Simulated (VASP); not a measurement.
# TiAl3 (P1) in VASP: notebook

The runs below take TiAl3 through single point, with r2SCAN.

Everything below comes from runs of VASP 6.6.1. Logs are shortened: lines on timing, memory, paths and dates and some standing lists are left out, and cuts for length are marked.

**1. The cell of the first run**

The typed cell holds 4 atoms: a = 2.812 Å, b = 4.642 Å, c = 4.935 Å, α = 90.24°, β = 90.75°, γ = 90.80°.

**2. Single point, r2SCAN**

Input file POSCAR:

```
TiAl3
1.0
    2.8116683263     -0.0196588470     -0.0186566057
   -0.0324080002      4.6421640465     -0.0100864170
   -0.0321977504     -0.0105593121      4.9349421324
Ti Al
1 3
Direct
   -0.0267402667      0.4885473599      0.1760357973
    0.5033607929      0.5236931408      0.6745434641
    0.4735485346      0.0418715234      0.3082792194
    0.0048113747     -0.0030813399      0.8463180768
```

Input file INCAR.step1:

```
SYSTEM = TiAl3
PREC     = Accurate       ! precision mode
ENCUT    = 520            ! plane-wave cutoff, eV
ISMEAR   = 0              ! smearing method
SIGMA    = 0.1            ! smearing width, eV
LREAL    = .False.        ! projectors in reciprocal space
LASPH    = .True.         ! aspherical terms in the spheres
NELM     = 60             ! most SCF steps
NBANDS   = 18             ! bands
GGA      = PE             ! functional
ALGO     = Normal         ! electronic algorithm
EDIFF    = 1E-4           ! SCF threshold, eV
LWAVE    = .True.         ! write WAVECAR
LCHARG   = .False.        ! write CHGCAR
```

Input file INCAR.step2:

```
SYSTEM = TiAl3
PREC     = Accurate       ! precision mode
ENCUT    = 520            ! plane-wave cutoff, eV
EDIFF    = 1E-7           ! SCF threshold, eV
ISMEAR   = 0              ! smearing method
SIGMA    = 0.1            ! smearing width, eV
LREAL    = .False.        ! projectors in reciprocal space
LASPH    = .True.         ! aspherical terms in the spheres
NELM     = 60             ! most SCF steps
ALGO     = Normal         ! electronic algorithm
ISIF     = 2              ! what is computed and relaxed
LWAVE    = .False.        ! write WAVECAR
LCHARG   = .True.         ! write CHGCAR
METAGGA  = R2SCAN         ! meta-GGA
LMIXTAU  = .True.       
LELF     = .True.         ! ELF
LVHAR    = .True.       
NBANDS   = 18             ! bands
ISTART   = 1
```

Input file KPOINTS:

```
Automatic mesh
0
Gamma
  1 1 1
  0 0 0
```

Potentials or basis: VASP PAW PBE potentials, release 64 (Ti_sv, Al).

Started as:

```bash
cat potpaw_PBE.64/Ti_sv/POTCAR potpaw_PBE.64/Al/POTCAR > POTCAR
cp INCAR.step1 INCAR
mpirun -np 1 vasp_gam > vasp.out
cp INCAR.step2 INCAR
mpirun -np 1 vasp_gam > vasp.out
```

OUTCAR:

```text
SYSTEM = TiAl3
   PREC = Accurate
   ENCUT = 520
   EDIFF = 1E-7
   ISMEAR = 0
   LREAL = .False.
   LASPH = .True.
   NELM = 60
   ISIF = 2
   METAGGA = R2SCAN
   ISTART = 1

 ion  position               nearest neighbor table
   1  0.973  0.489  0.176-   3 2.58   3 2.60   2 2.80   4 2.80   2 2.81   2 2.86   4 2.87   2 2.91
                             3 2.98   3 3.02
   2  0.503  0.524  0.675-   4 2.72   4 2.76   1 2.80   1 2.81   1 2.86   3 2.87   1 2.91   4 2.94
                             4 2.96   3 3.02
   3  0.474  0.042  0.308-   1 2.58   1 2.60   4 2.62   4 2.75   2 2.87   1 2.98   4 2.99   2 3.02
                             1 3.02   4 3.04
   4  0.005  0.997  0.846-   3 2.62   2 2.72   3 2.75   2 2.76   1 2.80   1 2.87   2 2.94   2 2.96
                             3 2.99   3 3.04

  LATTYP: Found a triclinic cell.
 ALAT       =     2.8117989466
 B/A-ratio  =     1.9421376807
 C/A-ratio  =     1.7551249424
 COS(alpha) =     0.0031406690
 COS(beta)  =     0.0131439843
 COS(gamma) =     0.5267619076

  Lattice vectors:

 A1 = (   2.8116683263,  -0.0196588470,  -0.0186566057)
 A2 = (   2.8440763265,  -4.6618228935,  -0.0085701887)
 A3 = (   0.0321977504,   0.0105593121,  -4.9349421324)

Analysis of symmetry for initial positions (statically):
=====================================================================
 Subroutine PRICEL returns:
 Original cell was already a primitive cell.

 Routine SETGRP: Setting up the symmetry group for a
 triclinic supercell.

 Subroutine GETGRP returns: Found  1 space group operations
 (whereof  1 operations were pure point group operations)
 out of a pool of  2 trial point group operations.

The static configuration has the point symmetry C_1 .

Analysis of symmetry for dynamics (positions and initial velocities):
=====================================================================
 Subroutine PRICEL returns:
 Original cell was already a primitive cell.

 Routine SETGRP: Setting up the symmetry group for a
 triclinic supercell.

 Subroutine GETGRP returns: Found  1 space group operations
 (whereof  1 operations were pure point group operations)
 out of a pool of  2 trial point group operations.

The dynamic configuration has the point symmetry C_1 .

 Subroutine INISYM returns: Found  1 space group operations
 (whereof  1 operations are pure point group operations),
 and found     1 'primitive' translations

----------------------------------------------------------------------------------------

                                     Primitive cell

  volume of cell :      64.4057

  direct lattice vectors                    reciprocal lattice vectors
     2.811668326 -0.019658847 -0.018656606     0.355693558  0.002488231  0.002326027
    -0.032408000  4.642164046 -0.010086417     0.001509373  0.215428334  0.000470801
    -0.032197750 -0.010559312  4.934942132     0.001347789  0.000449716  0.202646377

  length of vectors
     2.811798947  4.642288126  4.935058464     0.355709866  0.215434136  0.202651358

  position of ions in fractional coordinates (direct lattice)
     0.973259733  0.488547360  0.176035797
     0.503360793  0.523693141  0.674543464
     0.473548535  0.041871523  0.308279219
     0.004811375  0.996918660  0.846318077

  ion indices of the primitive-cell ions
   primitive index   ion index
                 1           1
                 2           2
                 3           3
                 4           4

----------------------------------------------------------------------------------------

 KPOINTS: Automatic mesh

Automatic generation of k-mesh.
 Grid dimensions read from file:
 generate k-points for:    1    1    1

 Generating k-lattice:

  Cartesian coordinates                     Fractional coordinates (reciprocal lattice)
     0.355693558  0.002488231  0.002326027     1.000000000 -0.000000000  0.000000000
     0.001509373  0.215428334  0.000470801     0.000000000  1.000000000 -0.000000000
     0.001347789  0.000449716  0.202646377     0.000000000  0.000000000  1.000000000

  Length of vectors
     0.355709866  0.215434136  0.202651358

  Shift w.r.t. Gamma in fractional coordinates (k-lattice)
     0.000000000  0.000000000  0.000000000

 Subroutine IBZKPT returns following result:
 ===========================================

 Found      1 irreducible k-points:

 Following reciprocal coordinates:
            Coordinates               Weight
  0.000000  0.000000  0.000000      1.000000
   k-points           NKPTS =      1   k-points in BZ     NKDIM =      1   number of bands    NBANDS=     18
   number of dos      NEDOS =    301   number of ions     NIONS =      4
   total plane-waves  NPLWV =  34560
   dimension x,y,z NGX =    24 NGY =   36 NGZ =   40
   dimension x,y,z NGXF=    48 NGYF=   72 NGZF=   80
   ions per type =               1   3
   NGX,Y,Z   is equivalent  to a cutoff of  14.19, 12.89, 13.47 a.u.
   NGXF,Y,Z  is equivalent  to a cutoff of  28.38, 25.78, 26.95 a.u.
 SYSTEM =  TiAl3
   PREC   = accura    normal or accurate (medium, high low for compatibility)
   ISTART =      1    job   : 0-new  1-cont  2-samecut
   ICHARG =      0    charge: 1-file 2-atom 10-const
   ISPIN  =      1    spin polarized calculation?
   LNONCOLLINEAR =      F non collinear calculations
   LSORBIT =      F    spin-orbit coupling
   LASPH  =      T    aspherical Exc in radial PAW
   ENCUT  =  520.0 eV  38.22 Ry    6.18 a.u.   5.23  8.63  9.18*2*pi/ulx,y,z
   NELM   =     60;   NELMIN=  2; NELMDL=  0     # of ELM steps
   EDIFF  = 0.1E-06   stopping-criterion for ELM
   LREAL  =      F    real-space projection
   EDIFFG = 0.1E-05   stopping-criterion for IOM
   NSW    =      0    number of steps for IOM
   IBRION =     -1    ionic relax: 0-MD 1-quasi-New 2-CG
   NFREE  =      0    steps in history (QN), initial steepest desc. (CG)
   ISIF   =      2    stress and relaxation
   ISYM   =      2    0-nonsym 1-usesym 2-fastsym
   POTIM  = 0.5000    time-step for ionic-motion
   TEBEG  =    0.0;   TEEND  =   0.0 temperature during run
   PSTRESS=    0.0 pullay stress
   NELECT =      21.0000    total number of electrons
   NUPDOWN=      -1.0000    fix difference up-down
   EMIN   =  10.00;   EMAX   =-10.00  energy-range for DOS
   EFERMI =   0.00;   METHOD = LEGACY
   ISMEAR =     0;   SIGMA  =   0.10  broadening in eV -4-tet -1-fermi 0-gaus
   EFERMI_NEDOS =   21; number of points for ismear=-14 and -15
   IALGO  =     38    algorithm
   IMIX   =      4    mixing-type and parameters
     AMIX     =   0.40;   BMIX     =  1.00
     AMIX_MAG =   1.60;   BMIX_MAG =  1.00
  volume/ion in A,a.u.               =      16.10       108.66
  Fermi-wavevector in a.u.,A,eV,Ry     =   1.126782  2.129309 17.274458  1.269637
  Thomas-Fermi vector in A             =   2.263465
   LORBIT       =      0    0 simple, 1 ext, 2 COOP (PROOUT), +10 PAW based schemes
   METAGGA = R2SCAN    functional components
   LHFCALC =     F    Hartree Fock is set to
   AEXX    =    0.0000 exact exchange contribution
   IVDW    =     0    specifies the selected vdW correction
   LEPSILON=     F    determine dielectric tensor
   LRPA    =     F    only Hartree local field effects (RPA)
 non-spin polarized calculation
 Gauss-broadening in eV      SIGMA  =   0.10
  energy-cutoff  :      520.00
  volume of cell :       64.41
 maximum number of plane-waves:       867
 NGX is ok and might be reduce to    24
   NGX = 11   NGY = 17   NGZ = 19

 number of electron      21.0000001 magnetization

 Free energy of the ion-electron system (eV)
  ---------------------------------------------------
  ext. energy  EPLUGINS =         0.00000000
  ---------------------------------------------------
  free energy    TOTEN  =       -41.86578755 eV

  energy without entropy =      -41.80936826  energy(sigma->0) =      -41.83757791

 E-fermi :   7.5892     XC(G=0): -11.3917

 val. band max:        7.5891501522   @ k =   0.0000   0.0000   0.0000
 cond. band min:      10.5904913023   @ k =   0.0000   0.0000   0.0000
 fundamental gap:      3.0013411500
 Fermi energy:         7.5891502359

 k-point     1 :       0.0000    0.0000    0.0000
  band No.  band energies     occupation
      1     -50.5473      2.00000
      2     -25.8027      2.00000
      3     -25.7282      2.00000
      4     -25.6057      2.00000
      5      -2.6423      2.00000
      6       2.1894      2.00000
[... 10 lines left out ...]
     17      14.4875      0.00000
     18      14.7457      0.00000

------------------------ aborting loop because EDIFF is reached ----------------------------------------

  FORCE on cell =-STRESS in cart. coord.  units (eV):
  Direction    XX          YY          ZZ          XY          YZ          ZX
  --------------------------------------------------------------------------------------
  -------------------------------------------------------------------------------------
  Total      -40.9676730     17.4436995     13.7458688      0.7465186      1.0418445      0.8649498
  in kB    -1019.1247527    433.9349688    341.9465678     18.5706316     25.9172516     21.5167639
  external PRESSURE =     -81.0810720 kB  Pullay stress =       0.0000000 kB

 VOLUME and BASIS-vectors are now :
 -----------------------------------------------------------------------------
  energy-cutoff  :      520.00
  volume of cell :       64.41
      direct lattice vectors                 reciprocal lattice vectors
     2.811668326 -0.019658847 -0.018656606     0.355693558  0.002488231  0.002326027
    -0.032408000  4.642164046 -0.010086417     0.001509373  0.215428334  0.000470801
    -0.032197750 -0.010559312  4.934942132     0.001347789  0.000449716  0.202646377

 POSITION                                       TOTAL-FORCE (eV/Angst)
 -----------------------------------------------------------------------------------
      2.71498      2.24693      0.84564         0.213011      1.815294     -1.153707
      1.37659      2.41405      3.31416        -0.218627     -0.075136     -0.622469
      1.32018      0.18181      1.51208         0.176768     -2.287452      4.559360
     -0.04603      4.61883      4.16639        -0.171152      0.547295     -2.783184
 -----------------------------------------------------------------------------------
    total drift:                               -0.000310     -0.001400     -0.001299

  FREE ENERGIE OF THE ION-ELECTRON SYSTEM (eV)
  ---------------------------------------------------
  free  energy   TOTEN  =       -41.8657875544 eV

  energy  without entropy=      -41.8093682563  energy(sigma->0) =      -41.83757791
```

It took 37 s on 1 thread of AMD EPYC 7R13, shared host; peak memory 0.18 GiB.

What came out:

```yaml
Free_energy: -41.8658 eV
Pressure: -8.1 GPa
Largest_force: 5.104 eV/Å
Band_gap_on_the_k_mesh: zero (an odd number of electrons rules out a gap without spin polarisation)
```

Forces in eV/Å, atoms in the order of the input:
```
Ti   0.213  1.815 -1.154
Al  -0.219 -0.075 -0.622
Al   0.177 -2.287  4.559
Al  -0.171  0.547 -2.783
```

Caveat: the k points lie up to 2.23 Å⁻¹ apart, too coarse for converged energies and pressures of a metal; the PAW data sets were made with another functional, which shifts forces and pressure a little.

**3. Single point, r2SCAN**

POSCAR is that of step 2.

Input file INCAR.step1:

```
ALGO     = Normal         # electronic algorithm
EDIFF    = 1E-4           # SCF threshold, eV
ENCUT    = 520            # plane-wave cutoff, eV
GGA      = PE             # functional
ISMEAR   = 0              # smearing method
LASPH    = T              # aspherical terms in the spheres
LCHARG   = F              # write CHGCAR
LREAL    = F              # projectors in reciprocal space
LWAVE    = T              # write WAVECAR
NBANDS   = 18             # bands
NELM     = 100            # most SCF steps
PREC     = Accurate       # precision mode
SIGMA    = 0.1            # smearing width, eV
```

Input file INCAR.step2:

```
ALGO     = Normal         # electronic algorithm
EDIFF    = 1E-7           # SCF threshold, eV
ENCUT    = 520            # plane-wave cutoff, eV
ISIF     = 2              # what is computed and relaxed
ISMEAR   = 0              # smearing method
ISTART   = 1            
LASPH    = T              # aspherical terms in the spheres
LCHARG   = T              # write CHGCAR
LELF     = T              # ELF
LMIXTAU  = T            
LREAL    = F              # projectors in reciprocal space
LVHAR    = T            
LWAVE    = F              # write WAVECAR
METAGGA  = R2SCAN         # meta-GGA
NBANDS   = 18             # bands
NELM     = 100            # most SCF steps
PREC     = Accurate       # precision mode
SIGMA    = 0.1            # smearing width, eV
```

Input file KPOINTS:

```
k-points
0
Gamma
  2 2 2
```

Potentials or basis: VASP PAW PBE potentials, release 64 (Ti_sv, Al).

Started as:

```bash
cat potpaw_PBE.64/Ti_sv/POTCAR potpaw_PBE.64/Al/POTCAR > POTCAR
cp INCAR.step1 INCAR
mpirun -np 1 vasp_std > vasp.out
cp INCAR.step2 INCAR
mpirun -np 1 vasp_std > vasp.out
```

Wall time 59 s (1 thread of AMD EPYC 7R13, shared host); peak memory 0.19 GiB.

The run converged. Its results:

```
Free energy            : -34.8938 eV
Pressure               : -0.4 GPa
Largest force          : 2.204 eV/Å
Band gap on the k mesh : zero (an odd number of electrons rules out a gap without spin polarisation)
```

Forces in eV/Å, atoms in the order of the input:
```
Ti   0.240  1.758 -0.292
Al  -0.251 -0.256 -0.389
Al   0.113 -1.691  1.409
Al  -0.102  0.189 -0.728
```

Stress tensor (GPa, compression positive):
```
-0.33  0.37  1.74
 0.37  0.47 -0.01
 1.74 -0.01 -1.46
```

Levels at points of the mesh, in eV from the Fermi level:
```csv
k point,band 8,band 9,band 10,band 11,band 12,band 13,band 14,band 15
"(0.00, 0.00, 0.00)",-3.65,-2.53,-0.76,-0.33,2.56,2.76,2.82,3.03
"(0.50, 0.00, 0.00)",-2.23,-1.82,0.33,0.69,0.87,1.59,1.86,2.79
"(0.00, 0.50, 0.00)",-3.42,-2.25,-1.75,-0.04,2.61,2.94,3.03,3.43
"(0.50, 0.50, 0.00)",-3.34,-1.60,-0.50,-0.15,0.61,1.16,1.34,3.52
"(0.00, 0.00, 0.50)",-2.34,-2.01,-1.34,-0.27,2.51,2.77,2.94,3.22
"(0.50, 0.00, 0.50)",-3.88,-1.41,-0.12,0.25,0.76,1.53,2.58,3.36
"(0.00, 0.50, 0.50)",-5.19,-0.17,0.02,0.92,2.63,2.94,3.64,5.18
"(0.50, 0.50, 0.50)",-3.28,-3.22,-2.82,-0.95,-0.13,1.25,2.44,2.75
```

Caveat: the k points lie up to 1.12 Å⁻¹ apart, too coarse for converged energies and pressures of a metal; the PAW data sets were made with another functional, which shifts forces and pressure a little.

The gap in the log of VASP goes by the Fermi energy; the results here count the filled bands.